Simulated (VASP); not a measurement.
Here is a VASP 6.6.1 calculation.

POSCAR

```
Ga3BAs4
1.0
    5.4502578492      0.0000000000      0.0000000000
    0.0000000000      5.4502578492      0.0000000000
    0.0000000000      0.0000000000      5.4502578492
B As Ga
1 4 3
Direct
    0.0000000000      0.0000000000      0.0000000000
    0.2290595190      0.2290595190      0.2290595190
    0.7709404810      0.7709404810      0.2290595190
    0.7709404810      0.2290595190      0.7709404810
    0.2290595190      0.7709404810      0.7709404810
    0.5000000000      0.5000000000      0.0000000000
    0.5000000000      0.0000000000      0.5000000000
    0.0000000000      0.5000000000      0.5000000000
```

The input INCAR.step1:

```
  PREC = Accurate
  ENCUT = 520
  ISMEAR = 0
  SIGMA = 0.01
  LREAL = F
  LASPH = T
  NELM = 80
  NBANDS = 41
  GGA = PE
  ALGO = Normal
  EDIFF = 1E-4
  LWAVE = T
  LCHARG = F
```

File INCAR.step2:

```
  PREC = Accurate
  ENCUT = 520
  EDIFF = 1E-6
  ISMEAR = 0
  SIGMA = 0.01
  LREAL = F
  LASPH = T
  NELM = 80
  ALGO = Normal
  ISIF = 2
  LWAVE = F
  LCHARG = F
  METAGGA = R2SCAN
  LMIXTAU = T
  NBANDS = 41
  ISTART = 1
```

Contents of KPOINTS:

```
Automatic mesh
0
Gamma
  4 4 4
```

Potentials or basis: VASP PAW PBE potentials, release 64 (B, As, Ga_d).

Run with:

```console
$ cat potpaw_PBE.64/B/POTCAR potpaw_PBE.64/As/POTCAR potpaw_PBE.64/Ga_d/POTCAR > POTCAR
$ cp INCAR.step1 INCAR
$ mpirun -np 1 vasp_std > vasp.out
$ cp INCAR.step2 INCAR
$ mpirun -np 1 vasp_std > vasp.out
```

Estimate the band gap on the k mesh.

0.80 eV, indirect (least direct gap 1.19 eV).

Estimate the pressure.

0.2 GPa.

Caveat: the PAW data sets were made with another functional, which shifts forces and pressure a little. A k mesh can miss the band edges.
